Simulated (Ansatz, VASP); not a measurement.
**CuSb: VASP beside Ansatz**

```
Cu Sb
1.0
     0.00000    2.69127    2.69127
     2.69127    0.00000    2.69127
     2.69127    2.69127    0.00000
Cu Sb
1 1
Direct
  0.50000 0.50000 0.50000
  0.00000 0.00000 0.00000
```

Alike in both runs: task single point; functional r2SCAN; k mesh 12 × 12 × 12; no spin polarisation.

|  | VASP | Ansatz |
| --- | --- | --- |
| version | VASP 6.6.1 | Ansatz 0.2.0 |
| potentials or method | VASP PAW PBE potentials, release 64 (Cu, Sb), cutoff 520 eV | scalar-relativistic, plane waves, PAW |
| occupations | methfessel-paxton of order 1, width 0.01 eV | cold, width 0.01 eV |
| valence electrons in the cell | 16 | 34 |

|  | VASP | Ansatz | Ansatz less VASP |
| --- | --- | --- | --- |
| pressure (GPa) | 0.1 | 0.0 | -0.08 |

VASP's potentials were made for PBE, not for r2SCAN. VASP's potentials hold 16 valence electrons a cell and Ansatz's 34, so a difference there can come from the potentials and not from the codes.

Spin-orbit coupling is off throughout.
